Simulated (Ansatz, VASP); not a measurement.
Ge: VASP beside Ansatz

```
CELL_PARAMETERS angstrom
0.00000 2.88053 2.88053
2.88053 0.00000 2.88053
2.88053 2.88053 0.00000
ATOMIC_POSITIONS crystal
Ge 0.46962 0.53038 0.53038
Ge 0.78038 0.71962 0.71962
```

Change from the starting cell: mode 4 (273.8 1/cm) frozen in, largest displacement +0.175 Å.

Alike in both runs: task single point; functional PBE; k mesh 18 × 18 × 18; occupations gaussian, width 0.15 eV; no spin polarisation.

|  | VASP | Ansatz |
| --- | --- | --- |
| version | VASP 6.6.1 | Ansatz 0.2.0 |
| potentials or method | VASP PAW PBE potentials, release 64 (Ge_d), cutoff 520 eV | scalar-relativistic, plane waves, PAW |
| valence electrons in the cell | 28 | 28 |

VASP gave:

```
gap on the k mesh at the Fermi level (eV)                     : none
pressure (GPa)                                                : 3.2
traceless stress, the component that is largest in VASP (GPa) : 9.79
rms of the force components (eV/Å)                            : 1.769
```

Which values does Ansatz return?

gap on the k mesh at the Fermi level (eV): none; pressure (GPa): 3.3; traceless stress, the component that is largest in VASP (GPa): 9.84; rms of the force components (eV/Å): 1.771.

Atom by atom the forces differ by 0.002 eV/Å (rms over components). A gap of «none» marks a metal or a gap that the smearing closes. The functional is the same, so the differences come from potentials, cutoffs and numerics.
